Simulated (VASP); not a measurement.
Input of a VASP 6.6.1 run:

Contents of POSCAR:

```
Al2InN3
1.0
    3.2266880272      0.0000000000      0.0000000000
   -1.6133440136      2.7943938016      0.0000000000
    0.0000000000      0.0000000000      8.0238727584
Al In N
2 1 3
Direct
    0.0000000000      0.0000000000     -0.0100934917
    0.6666666667      0.3333333333      0.6798428382
    0.3333333333      0.6666666667      0.3364989800
    0.6666666667      0.3333333333      0.9149471465
    0.3333333333      0.6666666667      0.6078091099
    0.0000000000      0.0000000000      0.2209954171
```

INCAR.step1

```
SYSTEM = Al2InN3
  PREC = Accurate
  ENCUT = 520
  ISMEAR = 0
  SIGMA = 0.01
  LREAL = .False.
  LASPH = .True.
  NELM = 80
  NBANDS = 26
  GGA = PE
  ALGO = Normal
  EDIFF = 1E-4
  LWAVE = .True.
  LCHARG = .False.
```

Contents of INCAR.step2:

```
SYSTEM = Al2InN3
  PREC = Accurate
  ENCUT = 520
  EDIFF = 1E-6
  ISMEAR = 0
  SIGMA = 0.01
  LREAL = .False.
  LASPH = .True.
  NELM = 80
  ALGO = Normal
  ISIF = 2
  LWAVE = .False.
  LCHARG = .False.
  METAGGA = R2SCAN
  LMIXTAU = .True.
  NBANDS = 26
  ISTART = 1
```

KPOINTS

```
Automatic mesh
0
Gamma
  12 12 4
  0 0 0
```

Potentials or basis: VASP PAW PBE potentials, release 64 (Al, In_d, N).

Launch:

```bash
$ cat potpaw_PBE.64/Al/POTCAR potpaw_PBE.64/In_d/POTCAR potpaw_PBE.64/N/POTCAR > POTCAR
$ cp INCAR.step1 INCAR
$ mpirun -np 1 vasp_std > vasp.out
$ cp INCAR.step2 INCAR
$ mpirun -np 1 vasp_std > vasp.out
```

What does it give for the pressure?

0.0 GPa.

Predict the largest force.

0.043 eV/Å.

Estimate the band gap on the k mesh.

1.60 eV.

Forces on the atoms (eV/Å):
```
Al   0.000  0.000  0.006
Al   0.000  0.000  0.015
In   0.000  0.000 -0.002
N    0.000  0.000 -0.007
N    0.000  0.000  0.031
N    0.000  0.000 -0.043
```

Caveat: the PAW data sets were made with another functional, which shifts forces and pressure a little; spin-orbit coupling is left out, which moves the levels of the heavy elements. A k mesh can miss the band edges.
